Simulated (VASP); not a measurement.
**AgCl: single point with PBEsol**

AgCl:

```
Ag Cl
1.0
     3.43397    0.00000    0.00000
     0.00000    3.43397    0.00000
     0.00000    0.00000    3.69152
Ag Cl
1 1
Direct
  0.00000 0.00000 0.00000
  0.50000 0.50000 0.50000
```

This cell differs from its parent crystal: strain +0.0750 x Voigt [0, 0, 1, 0, 0, 0].

| Property | Result |
| --- | --- |
| Program | VASP 6.6.1 |
| Task | single point |
| Functional | PBEsol |
| Potentials or basis | VASP PAW PBE potentials, release 64 (Ag, Cl) |
| Cutoff | 520 eV |
| k mesh | 10 × 10 × 10 |
| Occupations | gaussian, width 0.05 eV |
| Spin | no spin polarisation |
| Dipole correction | no |
| Further INCAR settings | ALGO = Normal; EDIFF = 1e-07; NBANDS = 16 |

```
Pressure               : -6.8 GPa
Band gap on the k mesh : 0.32 eV (least direct gap 1.46 eV)
```

Stress tensor (GPa, compression positive):
```
-5.86  0.00  0.00
 0.00 -5.86  0.00
 0.00  0.00 -8.80
```

Levels at points of the mesh, in eV from the valence-band top:
| k point | band 7 | band 8 | band 9 | band 10 | band 11 | band 12 |
| --- | --- | --- | --- | --- | --- | --- |
| (0.00, 0.00, 0.00) | -1.70 | -1.14 | -1.14 | 0.32 | 9.10 | 9.55 |
| (0.50, 0.00, 0.00) | -1.33 | -0.13 | -0.02 | 4.46 | 5.09 | 8.95 |
| (0.50, 0.50, 0.00) | -2.07 | -1.43 | -1.02 | 3.08 | 8.19 | 8.19 |
| (0.00, 0.00, 0.50) | -1.59 | 0.00 | 0.00 | 4.82 | 4.90 | 9.52 |
| (0.50, 0.00, 0.50) | -1.90 | -1.52 | -0.63 | 2.48 | 8.12 | 8.93 |
| (0.50, 0.50, 0.50) | -0.32 | -0.32 | -0.19 | 4.72 | 4.72 | 4.94 |

It took 110 s on 1 thread of Intel Xeon 8259CL (shared host), peak memory 0.22 GiB.

Caveat: the cell differs from its parent crystal (strain +0.0750 x Voigt [0, 0, 1, 0, 0, 0]); the cell stands under tension; semilocal functionals underestimate gaps, and a narrow one can read as zero; the PAW data sets were made with another functional, which shifts forces and pressure a little. A k mesh can miss the band edges.
